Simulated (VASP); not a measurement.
Runs of VASP 6.6.1 on Ir. The structure is that of space group Pmma (No. 51), or close to it. The cells are those of the table. 

| cell | gap on the mesh (eV) | pressure (GPa) |
| --- | --- | --- |
| a = 12.710, b = 2.319, c = 7.470 Å, 2 atoms | none | -2.1 |
| a = 11.903, b = 2.172, c = 6.996 Å, 2 atoms | none | (a) |
| a = 12.400, b = 2.263, c = 7.288 Å, 2 atoms | none | -1.0 |
| a = 12.073, b = 2.203, c = 7.096 Å, 2 atoms | none | (b) |
| a = 12.238, b = 2.233, c = 7.193 Å, 2 atoms | none | -0.2 |
| a = 12.556, b = 2.291, c = 7.380 Å, 2 atoms | none | -1.6 |
| a = 11.728, b = 2.140, c = 6.893 Å, 2 atoms | none | 3.4 |

Alike in all rows: task single point; level LDA; potentials or basis VASP PAW LDA potentials, release 64 (Ir); no spin polarisation; k mesh 3 × 13 × 4; cutoff (eV) 520; smearing gaussian 0.05 eV.

Q: Fill in the values left out.

A: (a) 1.9; (b) 0.7.

Caveats: spin-orbit coupling is left out, which moves the levels of the heavy elements; the stress differs along the axes, from -6 to -0 GPa (at least some runs); the stress differs along the axes, from -0 to 6 GPa (at least some runs); the stress differs along the axes, from -0 to 10 GPa (at least some runs).

A k mesh can miss the band edges, and the runs leave out spin-orbit coupling on Ir.

A gap of «none» marks levels without a gap at the run's occupations.
